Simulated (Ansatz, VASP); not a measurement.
**Ru: VASP beside Ansatz**

```
CELL_PARAMETERS angstrom
2.66058 0.00000 0.00000
-1.33029 2.30413 0.00000
0.00000 0.00000 4.48493
ATOMIC_POSITIONS crystal
Ru 0.33333 0.66667 0.25000
Ru 0.66667 0.33333 0.75000
```

Alike in both runs: task single point; functional PBEsol; k mesh 21 × 21 × 12; occupations gaussian, width 0.15 eV; no spin polarisation.

|  | VASP | Ansatz |
| --- | --- | --- |
| version | VASP 6.6.1 | Ansatz 0.2.0 |
| potentials or method | VASP PAW PBE potentials, release 64 (Ru_pv), cutoff 520 eV | scalar-relativistic, plane waves, PAW |
| valence electrons in the cell | 28 | 32 |

|  | VASP | Ansatz | Ansatz less VASP |
| --- | --- | --- | --- |
| gap on the k mesh at the Fermi level (eV) | none | none | - |
| pressure (GPa) | -9.4 | -9.3 | +0.09 |
| traceless stress, the component that is largest in VASP (GPa) | -19.74 | -19.77 | -0.031 |

VASP's potentials were made for PBE, not for PBEsol, and Ansatz warns of the same on its side. A gap of «none» marks a metal or a gap that the smearing closes. VASP's potentials hold 28 valence electrons a cell and Ansatz's 32, so a difference there can come from the potentials and not from the codes.
